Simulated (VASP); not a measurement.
# B (R-3m) in VASP: single point with PBEsol

Aim: the single point of B with PBEsol.

Everything below comes from runs of VASP 6.6.1. Logs are shortened: lines on timing, memory, paths and dates and some standing lists are left out, and cuts for length are marked.

### Step 1. The cell of the first run

It takes space group R-3m (No. 166, trigonal). The conventional cell has a = 4.877 Å, b = 4.877 Å, c = 12.500 Å, α = 90.00°, β = 90.00°, γ = 120.00°. Within 2.2 Å of B (site symmetry m) lie 6 B at 1.67 to 1.79 Å. Within 2.4 Å of B (site symmetry m) lie 7 B at 1.77 to 1.99 Å.

### Step 2. Single point, PBEsol

File INCAR:

```
SYSTEM = B
PREC = Accurate
ENCUT = 520
EDIFF = 1E-6
ISMEAR = 0
SIGMA = 0.02
LREAL = .FALSE.
LASPH = .TRUE.
NELM = 80
ALGO = Normal
ISIF = 2
LWAVE = .FALSE.
LCHARG = .FALSE.
GGA = PS
NBANDS = 30
```

File KPOINTS:

```
regular mesh
0
G
  9 9 9
  0 0 0
```

File POSCAR:

```
B
1.0
    2.4382552824      1.4077273436      4.1665868353
   -2.4382552824      1.4077273436      4.1665868353
    0.0000000000     -2.8154546873      4.1665868353
B
12
Direct
    0.0106143049      0.6538290200      0.0106143049
    0.0106143049      0.0106143049      0.6538290200
    0.6538290200      0.0106143049      0.0106143049
    0.9893856951      0.3461709800      0.9893856951
    0.3461709800      0.9893856951      0.9893856951
    0.9893856951      0.9893856951      0.3461709800
    0.2215893738      0.6297957708      0.2215893738
    0.2215893738      0.2215893738      0.6297957708
    0.6297957708      0.2215893738      0.2215893738
    0.7784106262      0.3702042292      0.7784106262
    0.3702042292      0.7784106262      0.7784106262
    0.7784106262      0.7784106262      0.3702042292
```

Potentials or basis: VASP PAW PBE potentials, release 64 (B).

Run with:

```
$ cat potpaw_PBE.64/B/POTCAR > POTCAR
$ mpirun -np 1 vasp_std > vasp.out
```

OUTCAR:

```text
SYSTEM = B
   PREC = Accurate
   ENCUT = 520
   EDIFF = 1E-6
   ISMEAR = 0
   LREAL = .FALSE.
   LASPH = .TRUE.
   NELM = 80
   ISIF = 2
   GGA = PS

 ion  position               nearest neighbor table
   1  0.011  0.654  0.011-   4 1.67   2 1.74   3 1.74   7 1.79  11 1.79  12 1.79
   2  0.011  0.011  0.654-   6 1.67   3 1.74   1 1.74   8 1.79  10 1.79  11 1.79
   3  0.654  0.011  0.011-   5 1.67   2 1.74   1 1.74   9 1.79  10 1.79  12 1.79
   4  0.989  0.346  0.989-   1 1.67   6 1.74   5 1.74  10 1.79   9 1.79   8 1.79
   5  0.346  0.989  0.989-   3 1.67   6 1.74   4 1.74  11 1.79   7 1.79   8 1.79
   6  0.989  0.989  0.346-   2 1.67   4 1.74   5 1.74  12 1.79   9 1.79   7 1.79
   7  0.222  0.630  0.222-  11 1.77  12 1.77   1 1.79   5 1.79   6 1.79   8 1.99   9 1.99
   8  0.222  0.222  0.630-  10 1.77  11 1.77   2 1.79   4 1.79   5 1.79   7 1.99   9 1.99
   9  0.630  0.222  0.222-  10 1.77  12 1.77   3 1.79   4 1.79   6 1.79   8 1.99   7 1.99
  10  0.778  0.370  0.778-   9 1.77   8 1.77   4 1.79   3 1.79   2 1.79  12 1.99  11 1.99
  11  0.370  0.778  0.778-   7 1.77   8 1.77   5 1.79   1 1.79   2 1.79  12 1.99  10 1.99
  12  0.778  0.778  0.370-   7 1.77   9 1.77   6 1.79   3 1.79   1 1.79  10 1.99  11 1.99

  LATTYP: Found a trigonal (rhomboedric) cell.
 ALAT       =     5.0286410642
 COS(alpha) =     0.5297951893

  Lattice vectors:

 A1 = (   2.4382552824,   1.4077273436,   4.1665868353)
 A2 = (  -2.4382552824,   1.4077273436,   4.1665868353)
 A3 = (   0.0000000000,  -2.8154546873,   4.1665868353)

Analysis of symmetry for initial positions (statically):
=====================================================================
 Subroutine PRICEL returns:
 Original cell was already a primitive cell.

 Routine SETGRP: Setting up the symmetry group for a
 trigonal (rhombohedral) supercell.

 Subroutine GETGRP returns: Found 12 space group operations
 (whereof 12 operations were pure point group operations)
 out of a pool of 12 trial point group operations.

The static configuration has the point symmetry D_3d.

Analysis of symmetry for dynamics (positions and initial velocities):
=====================================================================
 Subroutine PRICEL returns:
 Original cell was already a primitive cell.

 Routine SETGRP: Setting up the symmetry group for a
 trigonal (rhombohedral) supercell.

 Subroutine GETGRP returns: Found 12 space group operations
 (whereof 12 operations were pure point group operations)
 out of a pool of 12 trial point group operations.

The dynamic configuration has the point symmetry D_3d.

 Subroutine INISYM returns: Found 12 space group operations
 (whereof 12 operations are pure point group operations),
 and found     1 'primitive' translations

----------------------------------------------------------------------------------------

                                     Primitive cell

  volume of cell :      85.8083

  direct lattice vectors                    reciprocal lattice vectors
     2.438255282  1.407727344  4.166586835     0.205064664  0.118394139  0.080001533
    -2.438255282  1.407727344  4.166586835    -0.205064664  0.118394139  0.080001533
     0.000000000 -2.815454687  4.166586835     0.000000000 -0.236788278  0.080001533

  length of vectors
     5.028641064  5.028641064  5.028641064     0.249937860  0.249937860  0.249937860

  position of ions in fractional coordinates (direct lattice)
     0.010614305  0.653829020  0.010614305
     0.010614305  0.010614305  0.653829020
     0.653829020  0.010614305  0.010614305
     0.989385695  0.346170980  0.989385695
     0.346170980  0.989385695  0.989385695
     0.989385695  0.989385695  0.346170980
     0.221589374  0.629795771  0.221589374
     0.221589374  0.221589374  0.629795771
     0.629795771  0.221589374  0.221589374
     0.778410626  0.370204229  0.778410626
     0.370204229  0.778410626  0.778410626
     0.778410626  0.778410626  0.370204229

  ion indices of the primitive-cell ions
   primitive index   ion index
                 1           1
                 2           2
                 3           3
                 4           4
                 5           5
                 6           6
                 7           7
                 8           8
                 9           9
                10          10
                11          11
                12          12

----------------------------------------------------------------------------------------

 KPOINTS: regular mesh

Automatic generation of k-mesh.
 Grid dimensions read from file:
 generate k-points for:    9    9    9

 Generating k-lattice:

  Cartesian coordinates                     Fractional coordinates (reciprocal lattice)
     0.022784963  0.013154904  0.008889059     0.111111111  0.000000000  0.000000000
    -0.022784963  0.013154904  0.008889059     0.000000000  0.111111111  0.000000000
     0.000000000 -0.026309809  0.008889059     0.000000000  0.000000000  0.111111111

  Length of vectors
     0.027770873  0.027770873  0.027770873

  Shift w.r.t. Gamma in fractional coordinates (k-lattice)
     0.000000000  0.000000000  0.000000000

 Subroutine IBZKPT returns following result:
 ===========================================

 Found     85 irreducible k-points:

 Following reciprocal coordinates:
            Coordinates               Weight
  0.000000  0.000000  0.000000      1.000000
  0.111111 -0.000000  0.000000      6.000000
  0.222222 -0.000000  0.000000      6.000000
  0.333333  0.000000  0.000000      6.000000
  0.444444 -0.000000  0.000000      6.000000
  0.111111  0.111111  0.000000      6.000000
[... 16 lines left out ...]
 -0.333333  0.333333  0.000000      6.000000
  0.444444  0.444444  0.000000      6.000000
 [... further k-points ...]
   k-points           NKPTS =     85   k-points in BZ     NKDIM =     85   number of bands    NBANDS=     30
   number of dos      NEDOS =    301   number of ions     NIONS =     12
   total plane-waves  NPLWV =  64000
   dimension x,y,z NGX =    40 NGY =   40 NGZ =   40
   dimension x,y,z NGXF=    80 NGYF=   80 NGZF=   80
   ions per type =              12
   NGX,Y,Z   is equivalent  to a cutoff of  13.22, 13.22, 13.22 a.u.
   NGXF,Y,Z  is equivalent  to a cutoff of  26.45, 26.45, 26.45 a.u.
 SYSTEM =  B
   PREC   = accura    normal or accurate (medium, high low for compatibility)
   ISTART =      0    job   : 0-new  1-cont  2-samecut
   ICHARG =      2    charge: 1-file 2-atom 10-const
   ISPIN  =      1    spin polarized calculation?
   LNONCOLLINEAR =      F non collinear calculations
   LSORBIT =      F    spin-orbit coupling
   LASPH  =      T    aspherical Exc in radial PAW
   ENCUT  =  520.0 eV  38.22 Ry    6.18 a.u.   9.35  9.35  9.35*2*pi/ulx,y,z
   NELM   =     80;   NELMIN=  2; NELMDL= -5     # of ELM steps
   EDIFF  = 0.1E-05   stopping-criterion for ELM
   LREAL  =      F    real-space projection
   EDIFFG = 0.1E-04   stopping-criterion for IOM
   NSW    =      0    number of steps for IOM
   IBRION =     -1    ionic relax: 0-MD 1-quasi-New 2-CG
   NFREE  =      0    steps in history (QN), initial steepest desc. (CG)
   ISIF   =      2    stress and relaxation
   ISYM   =      2    0-nonsym 1-usesym 2-fastsym
   POTIM  = 0.5000    time-step for ionic-motion
   TEBEG  =    0.0;   TEEND  =   0.0 temperature during run
   PSTRESS=    0.0 pullay stress
   NELECT =      36.0000    total number of electrons
   NUPDOWN=      -1.0000    fix difference up-down
   EMIN   =  10.00;   EMAX   =-10.00  energy-range for DOS
   EFERMI =   0.00;   METHOD = LEGACY
   ISMEAR =     0;   SIGMA  =   0.02  broadening in eV -4-tet -1-fermi 0-gaus
   EFERMI_NEDOS =   21; number of points for ismear=-14 and -15
   IALGO  =     38    algorithm
   IMIX   =      4    mixing-type and parameters
     AMIX     =   0.40;   BMIX     =  1.00
     AMIX_MAG =   1.60;   BMIX_MAG =  1.00
  volume/ion in A,a.u.               =       7.15        48.26
  Fermi-wavevector in a.u.,A,eV,Ry     =   1.225554  2.315962 20.435721  1.501983
  Thomas-Fermi vector in A             =   2.360588
   LORBIT       =      0    0 simple, 1 ext, 2 COOP (PROOUT), +10 PAW based schemes
   GGA     = PS    functional components
   LHFCALC =     F    Hartree Fock is set to
   AEXX    =    0.0000 exact exchange contribution
   IVDW    =     0    specifies the selected vdW correction
   LEPSILON=     F    determine dielectric tensor
   LRPA    =     F    only Hartree local field effects (RPA)
 non-spin polarized calculation
 Gauss-broadening in eV      SIGMA  =   0.02
  energy-cutoff  :      520.00
  volume of cell :       85.81
 maximum number of plane-waves:      2325
 NGX is ok and might be reduce to    40
   NGX = 19   NGY = 19   NGZ = 19

 number of electron      36.0000000 magnetization

 Free energy of the ion-electron system (eV)
  ---------------------------------------------------
  ext. energy  EPLUGINS =         0.00000000
  ---------------------------------------------------
  free energy    TOTEN  =       -84.47228350 eV

  energy without entropy =      -84.47228350  energy(sigma->0) =      -84.47228350

 E-fermi :   6.1154     XC(G=0): -11.7172

 val. band max:        6.0334469053   @ k =   0.4444   0.4444   0.4444
 cond. band min:       7.3825173596   @ k =   0.0000   0.0000   0.0000
 fundamental gap:      1.3490704543
 Fermi energy:         6.1153725861

 k-point     1 :       0.0000    0.0000    0.0000
  band No.  band energies     occupation
      1     -10.2924      2.00000
      2      -4.4740      2.00000
      3      -4.2174      2.00000
      4      -4.2174      2.00000
      5      -3.2557      2.00000
      6      -2.5648      2.00000
[... 22 lines left out ...]
     29      15.8529      0.00000
     30      16.2663      0.00000

 k-point     2 :       0.1111   -0.0000    0.0000
  band No.  band energies     occupation
      1     -10.2217      2.00000
      2      -4.9110      2.00000
      3      -4.5113      2.00000
      4      -4.3498      2.00000
      5      -2.9762      2.00000
      6      -2.5083      2.00000
[... 22 lines left out ...]
     29      15.3636      0.00000
     30      15.9808      0.00000

 k-point     3 :       0.2222   -0.0000    0.0000
  band No.  band energies     occupation
      1     -10.0178      2.00000
      2      -5.8895      2.00000
      3      -4.6073      2.00000
      4      -4.5912      2.00000
      5      -3.2381      2.00000
      6      -2.2657      2.00000
[... 22 lines left out ...]
     29      14.7354      0.00000
     30      15.3566      0.00000

 k-point     4 :       0.3333    0.0000    0.0000
  band No.  band energies     occupation
      1      -9.7168      2.00000
      2      -6.7551      2.00000
      3      -4.7879      2.00000
      4      -4.6881      2.00000
      5      -3.5013      2.00000
      6      -2.3473      2.00000
[... 616 lines left out ...]
     29      15.1785      0.00000
     30      15.3589      0.00000

 k-point    23 :      -0.3333    0.3333    0.0000
  band No.  band energies     occupation
      1      -9.1571      2.00000
      2      -6.8417      2.00000
      3      -6.7120      2.00000
      4      -5.1175      2.00000
      5      -2.8045      2.00000
      6      -1.3943      2.00000
[... 22 lines left out ...]
     29      15.0371      0.00000
     30      15.2352      0.00000

 k-point    24 :       0.4444    0.4444    0.0000
  band No.  band energies     occupation
      1      -9.2222      2.00000
      2      -7.1139      2.00000
      3      -5.4388      2.00000
      4      -5.3646      2.00000
      5      -4.1856      2.00000
      6      -3.1892      2.00000
[... 22 lines left out ...]
     29      15.0816      0.00000
     30      15.4393      0.00000

 [... further k-points ...]

------------------------ aborting loop because EDIFF is reached ----------------------------------------

  FORCE on cell =-STRESS in cart. coord.  units (eV):
  Direction    XX          YY          ZZ          XY          YZ          ZX
  --------------------------------------------------------------------------------------
  -------------------------------------------------------------------------------------
  Total        0.1905450      0.1905450      0.1831394      0.0000000     -0.0000000      0.0000000
  in kB        3.5577766      3.5577766      3.4195024      0.0000000     -0.0000000      0.0000000
  external PRESSURE =       3.5116852 kB  Pullay stress =       0.0000000 kB

 VOLUME and BASIS-vectors are now :
 -----------------------------------------------------------------------------
  energy-cutoff  :      520.00
  volume of cell :       85.81
      direct lattice vectors                 reciprocal lattice vectors
     2.438255282  1.407727344  4.166586835     0.205064664  0.118394139  0.080001533
    -2.438255282  1.407727344  4.166586835    -0.205064664  0.118394139  0.080001533
     0.000000000 -2.815454687  4.166586835     0.000000000 -0.236788278  0.080001533

 POSITION                                       TOTAL-FORCE (eV/Angst)
 -----------------------------------------------------------------------------------
     -1.56832      0.90547      2.81269         0.014678     -0.008475     -0.014442
      0.00000     -1.81094      2.81269        -0.000000      0.016949     -0.014442
      1.56832      0.90547      2.81269        -0.014678     -0.008475     -0.014442
      1.56832     -0.90547      9.68707        -0.014678      0.008475      0.014442
     -1.56832     -0.90547      9.68707         0.014678      0.008475      0.014442
      0.00000      1.81094      9.68707        -0.000000     -0.016949      0.014442
     -0.99531      0.57464      4.47064         0.023623     -0.013639      0.007865
      0.00000     -1.14929      4.47064        -0.000000      0.027277      0.007865
      0.99531      0.57464      4.47064        -0.023623     -0.013639      0.007865
      0.99531     -0.57464      8.02912        -0.023623      0.013639     -0.007865
     -0.99531     -0.57464      8.02912         0.023623      0.013639     -0.007865
      0.00000      1.14929      8.02912        -0.000000     -0.027277     -0.007865
 -----------------------------------------------------------------------------------
    total drift:                                0.000000      0.000000      0.000000

  FREE ENERGIE OF THE ION-ELECTRON SYSTEM (eV)
  ---------------------------------------------------
  free  energy   TOTEN  =       -84.4722834967 eV

  energy  without entropy=      -84.4722834967  energy(sigma->0) =      -84.47228350
```

Run time: 5 min. Hardware: 1 thread of Intel Xeon 6975P-C, shared host; peak memory 0.31 GiB.

What came out:

| Property | Result |
| --- | --- |
| Free energy | -84.4723 eV |
| Pressure | 0.4 GPa |
| Largest force | 0.028 eV/Å |
| Band gap on the k mesh | 1.35 eV, indirect (least direct gap 1.67 eV) |

Forces in eV/Å, atoms in the order of the input:
```
B    0.015 -0.008 -0.014
B    0.000  0.017 -0.014
B   -0.015 -0.008 -0.014
B   -0.015  0.008  0.014
B    0.015  0.008  0.014
B    0.000 -0.017  0.014
B    0.024 -0.014  0.008
B    0.000  0.027  0.008
B   -0.024 -0.014  0.008
B   -0.024  0.014 -0.008
B    0.024  0.014 -0.008
B    0.000 -0.027 -0.008
```

Levels at points of the mesh, in eV from the valence-band top:
```tsv
k point	band 15	band 16	band 17	band 18	band 19	band 20	band 21	band 22
(0.00, 0.00, 0.00)	-1.47	-0.85	-0.85	-0.35	1.35	4.55	4.55	4.70
```

Caveat: the PAW data sets were made with another functional, which shifts forces and pressure a little.
